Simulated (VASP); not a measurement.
Here is a VASP 6.6.1 calculation.

The input INCAR:

```
ALGO     = Normal         # electronic algorithm
EDIFF    = 1E-6           # SCF threshold, eV
ENCUT    = 520            # plane-wave cutoff, eV
GGA      = PS             # functional
ISIF     = 2              # what is computed and relaxed
ISMEAR   = -1             # smearing method
LASPH    = True           # aspherical terms in the spheres
LCHARG   = False          # write CHGCAR
LREAL    = Auto         
LWAVE    = False          # write WAVECAR
NBANDS   = 116            # bands
NELM     = 60             # most SCF steps
PREC     = Accurate       # precision mode
SIGMA    = 0.1            # smearing width, eV
```

KPOINTS

```
k-points
0
Gamma
  3 3 1
```

POSCAR

```
Zr
1.0
    6.4600000000      0.0000000000      0.0000000000
    3.2300000000      5.5945240000      0.0000000000
    0.0000000000      0.0000000000     19.7180850000
Zr
17
Direct
   -0.1666629726      0.3333259452      0.0507148640
    0.3333370274      0.3333259452      0.0507148640
   -0.1666663688      0.8333327375      0.0507148640
    0.3333336312      0.8333327375      0.0507148640
   -0.0394622352     -0.0164625266      0.1809354205
    0.4720413424     -0.0267761833      0.1656347460
   -0.0355533705      0.4834906419      0.1700875110
    0.4729389325      0.4566608348      0.1726587546
   -0.1723165006      0.2861190693      0.3017940130
    0.3200771903      0.3320747216      0.2954546550
   -0.2103157447      0.8196407773      0.3027728098
    0.3050745403      0.8220181020      0.3166838970
   -0.0248435581     -0.0317989520      0.4374461313
    0.5090991644      0.0048976463      0.4365180493
   -0.0235986076      0.4718721378      0.4080467246
    0.4853673161      0.5182746557      0.4473710302
    0.8590570695      0.6159415886      0.5313903455
```

Potentials or basis: VASP PAW PBE potentials, release 64 (Zr_sv).

Launch:

```console
$ cat potpaw_PBE.64/Zr_sv/POTCAR > POTCAR
$ mpirun -np 1 vasp_std > vasp.out
```

Estimate the band gap on the k mesh.

zero (band 102 reaches 3.74 eV, above the bottom of band 103 at 3.01 eV).

Predict the largest force.

1.055 eV/Å.

Forces in eV/Å, atoms in the order of the input:
```
Zr  -0.176 -0.164  0.177
Zr  -0.323 -0.036 -0.494
Zr   0.123  0.004 -0.020
Zr  -0.514 -0.308  0.121
Zr   0.279 -0.611 -0.814
Zr  -0.068  0.233  0.890
Zr   0.280 -0.088 -0.280
Zr   0.479  0.854  0.017
Zr  -0.587  0.456  0.549
Zr  -0.277 -0.580  0.670
Zr   0.405  0.410 -0.615
Zr   0.330 -0.002 -0.013
Zr   0.005  0.210  0.261
Zr  -0.707 -0.205 -0.216
Zr   0.490  0.089  0.457
Zr   0.087 -0.218 -0.483
Zr   0.174 -0.043 -0.208
```

Caveat: the k points lie up to 0.37 Å⁻¹ apart; the PAW data sets were made with another functional, which shifts forces and pressure a little.
